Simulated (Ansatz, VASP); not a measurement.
Two plane-wave programs on Ru

Contents of INCAR:

```
PREC = Accurate
ENCUT = 520
EDIFF = 1E-6
ISMEAR = -1
SIGMA = 0.08
LREAL = False
LASPH = True
NELM = 100
ALGO = Normal
ISIF = 2
LWAVE = False
LCHARG = True
GGA = PE
LELF = True
LVHAR = True
NBANDS = 28
```

KPOINTS

```
Automatic mesh
0
Gamma
  14 14 1
```

File POSCAR:

```
Ru
1.0
    2.7207384563      0.0000000000      0.0000000000
   -1.3603692282      2.3562286202      0.0000000000
    0.0000000000      0.0000000000     20.2961000000
Ru
3
Direct
    0.0000000000      0.0000000000      0.3980803413
    0.3333333333      0.6666666667      0.4999999983
    0.0000000000      0.0000000000      0.6019196604
```

Input for Ansatz:

```yaml
crystal:
  lattice:
    - [2.7207384563, 0.0, 0.0]
    - [-1.3603692282, 2.3562286202, 0.0]
    - [0.0, 0.0, 20.2961]
  atoms:
    - { symbol: Ru, position: [0.0, 0.0, 0.3980803413] }
    - { symbol: Ru, position: [0.3333333333, 0.6666666667, 0.4999999983] }
    - { symbol: Ru, position: [0.0, 0.0, 0.6019196604] }
kpoints:
  mp_grid: { grid: [14, 14, 1] }
scf:
  occupations: { method: fermi_dirac, width: 0.08 }
hamiltonian:
  xc: pbe
  pseudopotentials: { kind: paw }
output:
  forces: true
  stress: true
  eigenvalues: true
  core_levels:
    shells: { Ru: ["3d"] }
    counted_from: fermi_level
    add_spin: false
```

Alike in both runs: task single point; functional PBE; k mesh 14 × 14 × 1; occupations fermi-dirac, width 0.08 eV; no spin polarisation.

|  | VASP | Ansatz |
| --- | --- | --- |
| version | VASP 6.6.1 | Ansatz 0.2.0 |
| potentials or method | VASP PAW PBE potentials, release 64 (Ru_pv) | PAW with Ansatz's default frozen-core files, scalar-relativistic |
| plane-wave cutoff (eV) | 520 | 420 |
| valence electrons in the cell | 42 | 48 |

VASP gave:

- rms of the force components (eV/Å): 0.005

Q: Estimate Ansatz's values.

A: rms of the force components (eV/Å): 0.000.

Atom by atom the forces differ by 0.006 eV/Å (rms over components). VASP's potentials hold 42 valence electrons a cell and Ansatz's 48, so a difference there can come from the potentials and not from the codes.
